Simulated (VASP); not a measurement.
Wanted: the native input for a VASP 6.6.1 run.

* Task: single point
* Functional: LDA
* Potentials or basis: VASP PAW LDA potentials, release 64 (Cs_sv, Ca_sv, F)
* Cutoff: 520 eV
* k mesh: 6 × 6 × 6
* Occupations: gaussian, width 0.05 eV
* Spin: no spin polarisation
* Dipole correction: no
* Further INCAR settings: ALGO = Normal; EDIFF = 1e-06; NBANDS = 28

The structure of CsCaF3 lies in POSCAR:

```
CsCaF3
1.0
    4.5205310300      0.0000000000      0.0000000000
    0.0000000000      4.5205310300      0.0000000000
    0.0000000000      0.0000000000      4.6561469609
Cs Ca F
1 1 3
Direct
    0.0000000000      0.0000000000      0.0000000000
    0.5000000000      0.5000000000      0.5000000000
    0.0000000000      0.5000000000      0.5000000000
    0.5000000000      0.0000000000      0.5000000000
    0.5000000000      0.5000000000      0.0000000000
```

This cell differs from its parent crystal: strain +0.000 along x and y, +0.030 along z.

These files were run (other wordings do the same):

INCAR

```
SYSTEM = CsCaF3
ALGO     = Normal         ! electronic algorithm
EDIFF    = 1E-6           ! SCF threshold, eV
ENCUT    = 520            ! plane-wave cutoff, eV
GGA      = CA             ! functional
ISIF     = 2              ! what is computed and relaxed
ISMEAR   = 0              ! smearing method
LASPH    = .TRUE.         ! aspherical terms in the spheres
LCHARG   = .FALSE.        ! write CHGCAR
LREAL    = .FALSE.        ! projectors in reciprocal space
LWAVE    = .FALSE.        ! write WAVECAR
NBANDS   = 28             ! bands
NELM     = 60             ! most SCF steps
PREC     = Accurate       ! precision mode
SIGMA    = 0.05           ! smearing width, eV
```

KPOINTS

```
k-points
0
G
  6 6 6
  0 0 0
```

Potentials or basis: VASP PAW LDA potentials, release 64 (Cs_sv, Ca_sv, F).

The run is started by

```bash
$ cat potpaw_LDA.64/Cs_sv/POTCAR potpaw_LDA.64/Ca_sv/POTCAR potpaw_LDA.64/F/POTCAR > POTCAR
$ mpirun -np 1 vasp_std > vasp.out
```

It gave:

* Pressure: -5.0 GPa
* Band gap on the k mesh: 6.60 eV (least direct gap 6.64 eV)

Caveat: the cell differs from its parent crystal (strain +0.000 along x and y, +0.030 along z); the cell stands under tension; spin-orbit coupling is left out, which moves the levels of the heavy elements.

Wall time 2.8 min on 1 thread of Intel Xeon 8259CL, with other jobs on the host, peak memory 0.24 GiB.
